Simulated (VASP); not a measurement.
Runs of VASP 6.6.1 on Ge. The structure is that of space group I4_1/amd (No. 141), or close to it. The cells are those of the table. 

| cell | gap on the mesh (eV) | pressure (GPa) |
| --- | --- | --- |
| a = 3.875 Å, angles 96.7, 96.7, 139.9°, 2 atoms | none | 3.9 |
| a = 3.828 Å, angles 98.0, 98.0, 136.1°, 2 atoms | none | 1.5 |
| a = 3.815 Å, angles 97.7, 97.7, 137.0°, 2 atoms | none | 3.6 |
| a = 3.985 Å, angles 97.1, 97.1, 138.9°, 2 atoms | none | (b) |
| a = 4.058 Å, angles 96.5, 96.5, 140.8°, 2 atoms | none | -4.9 |
| a = 3.925 Å, angles 98.0, 98.0, 136.1°, 2 atoms | none | (a) |
| a = 3.887 Å, angles 97.1, 97.1, 139.0°, 2 atoms | none | 1.3 |
| a = 3.961 Å, angles 96.4, 96.4, 140.8°, 2 atoms | none | (c) |

Alike in all rows: task single point; level PBEsol; potentials or basis VASP PAW PBE potentials, release 64 (Ge_d); no spin polarisation; k mesh 20 × 20 × 20; cutoff (eV) 520; smearing gaussian 0.15 eV.

Question: Fill in the values left out.

Answer: (a) -3.9; (b) -4.1; (c) -0.1.

Caveats: the PAW data sets were made with another functional, which shifts forces and pressure a little; the cell stands under tension (at least some runs); the stress differs along the axes, from 2 to 8 GPa (at least some runs); the cell stands under pressure (at least some runs); the stress differs along the axes, from -7 to -1 GPa (at least some runs); the stress differs along the axes, from -3 to 6 GPa (at least some runs).

A k mesh can miss the band edges, and the runs leave out spin-orbit coupling on Ge.

A gap of «none» marks levels without a gap at the run's occupations.
